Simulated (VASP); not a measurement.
# Sc (P6_3/mmc) in VASP: further runs

Sc is run at these levels: r2SCAN; tasks: relaxation of cell and atoms.

All numbers are computed with VASP 6.6.1; they aren't measurements. Logs are shortened: lines on timing, memory, paths and dates and some standing lists are left out, and cuts for length are marked.

### 1 The cell of the first run

Symmetry: P6_3/mmc, No. 194, hexagonal system. Conventional cell: a = 3.280 Å, b = 3.280 Å, c = 5.356 Å, α = 90.00°, β = 90.00°, γ = 120.00°. Within 4.3 Å of Sc (site symmetry -6m2) lie 12 Sc at 3.28 Å.

### 2 Relaxation of cell and atoms, r2SCAN

POSCAR

```
Sc
1.0
    3.2800000000      0.0000000000      0.0000000000
   -1.6400000000      2.8405633244      0.0000000000
    0.0000000000      0.0000000000      5.3562400000
Sc
2
Direct
    0.3333333333      0.6666666667      0.2500000000
    0.6666666667      0.3333333333      0.7500000000
```

INCAR.step1

```
PREC     = Accurate       # precision mode
ENCUT    = 600            # plane-wave cutoff, eV
ISMEAR   = 1              # smearing method
SIGMA    = 0.05           # smearing width, eV
LREAL    = F              # projectors in reciprocal space
LASPH    = T              # aspherical terms in the spheres
NELM     = 80             # most SCF steps
GGA      = PE             # functional
ALGO     = Normal         # electronic algorithm
EDIFF    = 1E-4           # SCF threshold, eV
LWAVE    = T              # write WAVECAR
LCHARG   = F              # write CHGCAR
```

INCAR.step2

```
PREC     = Accurate       # precision mode
ENCUT    = 600            # plane-wave cutoff, eV
EDIFF    = 1E-6           # SCF threshold, eV
ISMEAR   = 1              # smearing method
SIGMA    = 0.05           # smearing width, eV
LREAL    = F              # projectors in reciprocal space
LASPH    = T              # aspherical terms in the spheres
NELM     = 80             # most SCF steps
ALGO     = Normal         # electronic algorithm
ISIF     = 3              # what is computed and relaxed
LWAVE    = F              # write WAVECAR
LCHARG   = F              # write CHGCAR
METAGGA  = R2SCAN         # meta-GGA
LMIXTAU  = T            
IBRION   = 2              # ionic algorithm
NSW      = 80             # ionic steps
EDIFFG   = -0.03          # ionic threshold
ISTART   = 1
```

KPOINTS

```
Automatic mesh
0
Gamma
  8 8 4
```

Potentials or basis: VASP PAW PBE potentials, release 64 (Sc_sv).

Launch:

```console
cat potpaw_PBE.64/Sc_sv/POTCAR > POTCAR
cp INCAR.step1 INCAR
mpirun -np 1 vasp_std > vasp.out
cp INCAR.step2 INCAR
mpirun -np 1 vasp_std > vasp.out
```

OUTCAR:

```text
PREC = Accurate
   ENCUT = 600
   EDIFF = 1E-6
   ISMEAR = 1
   LREAL = F
   LASPH = T
   NELM = 80
   ISIF = 3
   METAGGA = R2SCAN
   IBRION = 2
   NSW = 80
   EDIFFG = -0.03
   ISTART = 1

 ion  position               nearest neighbor table
   1  0.333  0.667  0.250-   2 3.28   2 3.28   2 3.28   2 3.28   2 3.28   2 3.28
   2  0.667  0.333  0.750-   1 3.28   1 3.28   1 3.28   1 3.28   1 3.28   1 3.28

  LATTYP: Found a hexagonal cell.
 ALAT       =     3.2800000000
 C/A-ratio  =     1.6330000000

  Lattice vectors:

 A1 = (   3.2800000000,   0.0000000000,   0.0000000000)
 A2 = (  -1.6400000000,   2.8405633244,   0.0000000000)
 A3 = (   0.0000000000,   0.0000000000,   5.3562400000)

Analysis of symmetry for initial positions (statically):
=====================================================================
 Subroutine PRICEL returns:
 Original cell was already a primitive cell.

 Routine SETGRP: Setting up the symmetry group for a
 hexagonal supercell.

 Subroutine GETGRP returns: Found 24 space group operations
 (whereof 12 operations were pure point group operations)
 out of a pool of 24 trial point group operations.

The static configuration has the point symmetry D_3d.
 The point group associated with its full space group is D_6h.

Analysis of symmetry for dynamics (positions and initial velocities):
=====================================================================
 Subroutine PRICEL returns:
 Original cell was already a primitive cell.

 Routine SETGRP: Setting up the symmetry group for a
 hexagonal supercell.

 Subroutine GETGRP returns: Found 24 space group operations
 (whereof 12 operations were pure point group operations)
 out of a pool of 24 trial point group operations.

The dynamic configuration has the point symmetry D_3d.
 The point group associated with its full space group is D_6h.

 Subroutine INISYM returns: Found 24 space group operations
 (whereof 12 operations are pure point group operations),
 and found     1 'primitive' translations

----------------------------------------------------------------------------------------

                                     Primitive cell

  volume of cell :      49.9043

  direct lattice vectors                    reciprocal lattice vectors
     3.280000000  0.000000000  0.000000000     0.304878049  0.176021424  0.000000000
    -1.640000000  2.840563324  0.000000000     0.000000000  0.352042847  0.000000000
     0.000000000  0.000000000  5.356240000     0.000000000  0.000000000  0.186698132

  length of vectors
     3.280000000  3.280000000  5.356240000     0.352042847  0.352042847  0.186698132

  position of ions in fractional coordinates (direct lattice)
     0.333333333  0.666666667  0.250000000
     0.666666667  0.333333333  0.750000000

  ion indices of the primitive-cell ions
   primitive index   ion index
                 1           1
                 2           2

----------------------------------------------------------------------------------------

 KPOINTS: Automatic mesh

Automatic generation of k-mesh.
 Grid dimensions read from file:
 generate k-points for:    8    8    4

 Generating k-lattice:

  Cartesian coordinates                     Fractional coordinates (reciprocal lattice)
     0.038109756  0.022002678  0.000000000     0.125000000 -0.000000000  0.000000000
     0.000000000  0.044005356  0.000000000     0.000000000  0.125000000  0.000000000
     0.000000000  0.000000000  0.046674533     0.000000000  0.000000000  0.250000000

  Length of vectors
     0.044005356  0.044005356  0.046674533

  Shift w.r.t. Gamma in fractional coordinates (k-lattice)
     0.000000000  0.000000000  0.000000000

 Subroutine IBZKPT returns following result:
 ===========================================

 Found     30 irreducible k-points:

 Following reciprocal coordinates:
            Coordinates               Weight
  0.000000  0.000000  0.000000      1.000000
  0.125000  0.000000  0.000000      6.000000
  0.250000  0.000000  0.000000      6.000000
  0.375000  0.000000  0.000000      6.000000
  0.500000  0.000000  0.000000      3.000000
  0.125000  0.125000  0.000000      6.000000
[... 16 lines left out ...]
  0.250000  0.000000  0.500000      6.000000
  0.375000  0.000000  0.500000      6.000000
 [... further k-points ...]
   k-points           NKPTS =     30   k-points in BZ     NKDIM =     30   number of bands    NBANDS=     15
   number of dos      NEDOS =    301   number of ions     NIONS =      2
   total plane-waves  NPLWV =  37632
   dimension x,y,z NGX =    28 NGY =   28 NGZ =   48
   dimension x,y,z NGXF=    56 NGYF=   56 NGZF=   96
   ions per type =               2
   NGX,Y,Z   is equivalent  to a cutoff of  14.19, 14.19, 14.90 a.u.
   NGXF,Y,Z  is equivalent  to a cutoff of  28.38, 28.38, 29.80 a.u.
 SYSTEM =  unknown system
   PREC   = accura    normal or accurate (medium, high low for compatibility)
   ISTART =      1    job   : 0-new  1-cont  2-samecut
   ICHARG =      0    charge: 1-file 2-atom 10-const
   ISPIN  =      1    spin polarized calculation?
   LNONCOLLINEAR =      F non collinear calculations
   LSORBIT =      F    spin-orbit coupling
   LASPH  =      T    aspherical Exc in radial PAW
   ENCUT  =  600.0 eV  44.10 Ry    6.64 a.u.   6.55  6.55 10.70*2*pi/ulx,y,z
   NELM   =     80;   NELMIN=  2; NELMDL=  0     # of ELM steps
   EDIFF  = 0.1E-05   stopping-criterion for ELM
   LREAL  =      F    real-space projection
   EDIFFG = -.3E-01   stopping-criterion for IOM
   NSW    =     80    number of steps for IOM
   IBRION =      2    ionic relax: 0-MD 1-quasi-New 2-CG
   NFREE  =      1    steps in history (QN), initial steepest desc. (CG)
   ISIF   =      3    stress and relaxation
   ISYM   =      2    0-nonsym 1-usesym 2-fastsym
   POTIM  = 0.5000    time-step for ionic-motion
   TEBEG  =    0.0;   TEEND  =   0.0 temperature during run
   PSTRESS=    0.0 pullay stress
   NELECT =      22.0000    total number of electrons
   NUPDOWN=      -1.0000    fix difference up-down
   EMIN   =  10.00;   EMAX   =-10.00  energy-range for DOS
   EFERMI =   0.00;   METHOD = LEGACY
   ISMEAR =     1;   SIGMA  =   0.05  broadening in eV -4-tet -1-fermi 0-gaus
   EFERMI_NEDOS =   21; number of points for ismear=-14 and -15
   IALGO  =     38    algorithm
   IMIX   =      4    mixing-type and parameters
     AMIX     =   0.40;   BMIX     =  1.00
     AMIX_MAG =   1.60;   BMIX_MAG =  1.00
  volume/ion in A,a.u.               =      24.95       168.39
  Fermi-wavevector in a.u.,A,eV,Ry     =   1.245957  2.354517 21.121794  1.552408
  Thomas-Fermi vector in A             =   2.380156
   LORBIT       =      0    0 simple, 1 ext, 2 COOP (PROOUT), +10 PAW based schemes
   METAGGA = R2SCAN    functional components
   LHFCALC =     F    Hartree Fock is set to
   AEXX    =    0.0000 exact exchange contribution
   IVDW    =     0    specifies the selected vdW correction
   LEPSILON=     F    determine dielectric tensor
   LRPA    =     F    only Hartree local field effects (RPA)
 conjugate gradient relaxation of ions
 non-spin polarized calculation
 Methfessel and Paxton  Order N= 1 SIGMA  =   0.05
  energy-cutoff  :      600.00
  volume of cell :       49.90
 maximum number of plane-waves:      1713
 NGX is ok and might be reduce to    28
   NGX = 13   NGY = 13   NGZ = 21

--------------------------------------- Ionic step        1  -------------------------------------------

 number of electron      22.0000000 magnetization

 Free energy of the ion-electron system (eV)
  ---------------------------------------------------
  ext. energy  EPLUGINS =         0.00000000
  ---------------------------------------------------
  free energy    TOTEN  =       -22.70368890 eV

  energy without entropy =      -22.70396016  energy(sigma->0) =      -22.70377932

------------------------ aborting loop because EDIFF is reached ----------------------------------------

  FORCE on cell =-STRESS in cart. coord.  units (eV):
  Direction    XX          YY          ZZ          XY          YZ          ZX
  --------------------------------------------------------------------------------------
  -------------------------------------------------------------------------------------
  Total        0.4554951      0.4554951     -0.7226766      0.0000000      0.0000000      0.0000000
  in kB       14.6236538     14.6236538    -23.2015073      0.0000000      0.0000000      0.0000000
  external PRESSURE =       2.0152668 kB  Pullay stress =       0.0000000 kB
[... 165 lines left out ...]
  energy  without entropy=      -22.7214281928  energy(sigma->0) =      -22.72186874

--------------------------------------- Ionic step        6  -------------------------------------------

 number of electron      22.0000000 magnetization

 Free energy of the ion-electron system (eV)
  ---------------------------------------------------
  ext. energy  EPLUGINS =         0.00000000
  ---------------------------------------------------
  free energy    TOTEN  =       -22.72218711 eV

  energy without entropy =      -22.72154116  energy(sigma->0) =      -22.72197179

 E-fermi :   3.6957     XC(G=0): -10.5582

 val. band max:        3.6236462508   @ k =   0.2500   0.0000   0.2500
 cond. band min:       3.7029039694   @ k =   0.2500   0.1250   0.0000
 fundamental gap:      0.0792577186
 Fermi energy:         3.6957133150

 k-point     1 :       0.0000    0.0000    0.0000
  band No.  band energies     occupation
      1     -47.8728      2.00000
      2     -47.8013      2.00000
      3     -25.7278      2.00000
      4     -25.3879      2.00000
      5     -25.3879      2.00000
      6     -25.3215      2.00000
      7     -25.3215      2.00000
      8     -25.2877      2.00000
      9      -1.8191      2.00000
     10       1.9814      2.00000
     11       4.1222     -0.00000
     12       5.4524      0.00000
     13       5.4524      0.00000
     14       5.7446      0.00000
     15       5.9342      0.00000
[... 397 lines left out ...]
 k-point    24 :       0.3750    0.0000    0.5000
  band No.  band energies     occupation
      1     -47.8096      2.00000
      2     -47.8096      2.00000
      3     -25.6553      2.00000
      4     -25.6553      2.00000
      5     -25.4067      2.00000
      6     -25.4067      2.00000
      7     -25.3974      2.00000
      8     -25.3974      2.00000
      9       1.7766      2.00000
     10       1.7766      2.00000
     11       3.8247     -0.00161
     12       3.8247     -0.00161
     13       4.9363      0.00000
     14       4.9363      0.00000
     15       6.2219      0.00000

 [... further k-points ...]

------------------------ aborting loop because EDIFF is reached ----------------------------------------

  FORCE on cell =-STRESS in cart. coord.  units (eV):
  Direction    XX          YY          ZZ          XY          YZ          ZX
  --------------------------------------------------------------------------------------
  -------------------------------------------------------------------------------------
  Total       -0.0088372     -0.0088372      0.0162554      0.0000000      0.0000000      0.0000000
  in kB       -0.2843444     -0.2843444      0.5230281      0.0000000      0.0000000      0.0000000
  external PRESSURE =      -0.0152202 kB  Pullay stress =       0.0000000 kB
[... 17 lines left out ...]
  FREE ENERGIE OF THE ION-ELECTRON SYSTEM (eV)
  ---------------------------------------------------
  free  energy   TOTEN  =       -22.7221871104 eV

  energy  without entropy=      -22.7215411640  energy(sigma->0) =      -22.72197179

 reached required accuracy - stopping structural energy minimisation
```

It took 12 min on 1 thread of Oxide Virtual Turin-like, shared host; peak memory 0.18 GiB.

What came out:

* Free energy: -22.7222 eV
* Relaxed volume: 24.90 Å³/atom
* Relaxed cell: a = 3.331 Å, b = 3.331 Å, c = 5.181 Å, α = 90.00°, β = 90.00°, γ = 120.00°
* Space group after relaxing (to 0.1 Å): P6_3/mmc (No. 194)
* Energy gained by relaxing: 9.2 meV/atom
* Ionic steps: 6
* Pressure after relaxing: 0.0 GPa
* Band gap on the k mesh: zero (bands 11 and 12 overlap by 1.57 eV)

Stress tensor (GPa, compression positive):
```
-0.03  0.00  0.00
 0.00 -0.03  0.00
 0.00  0.00  0.05
```

The path:
```tsv
step	energy change (eV)	largest force (eV/Å)	pressure (GPa)	volume (Å³)
1	0.0000	0.0000	0.20	49.90
2	-0.0147	0.0000	-0.33	50.12
3	-0.0177	0.0000	-0.52	50.26
4	-0.0178	0.0000	-0.49	50.24
5	-0.0184	0.0000	0.17	49.64
6	-0.0185	0.0000	0.00	49.79
```

Final structure:
```
Sc
1.0
     3.33124    0.00000    0.00000
    -1.66562    2.88494    0.00000
     0.00000    0.00000    5.18132
Sc
2
Direct
  0.33333 0.66667 0.25000
  0.66667 0.33333 0.75000
```

Levels at points of the mesh, in eV from the Fermi level:
```
           k point  band 6  band 7  band 8  band 9  band 10  band 11  band 12  band 13  band 14  band 15
(0.00, 0.00, 0.00)  -29.02  -29.02  -28.98   -5.51    -1.71     0.43     1.76     1.76     2.05     2.24
(0.50, 0.00, 0.00)  -29.17  -29.10  -29.06   -1.75    -1.16    -0.68    -0.46     1.39     1.51     2.02
(0.00, 0.00, 0.50)  -29.05  -29.05  -29.05   -3.89    -3.89     1.07     1.07     1.68     1.68     1.68
(0.50, 0.00, 0.50)  -29.11  -29.09  -29.09   -1.54    -1.54     0.01     0.01     1.28     1.28     2.57
```

Caveat: the PAW data sets were made with another functional, which shifts forces and pressure a little.

(Continued in part 2 of 2.)

The gap in the log of VASP goes by the Fermi energy; the results here count the filled bands.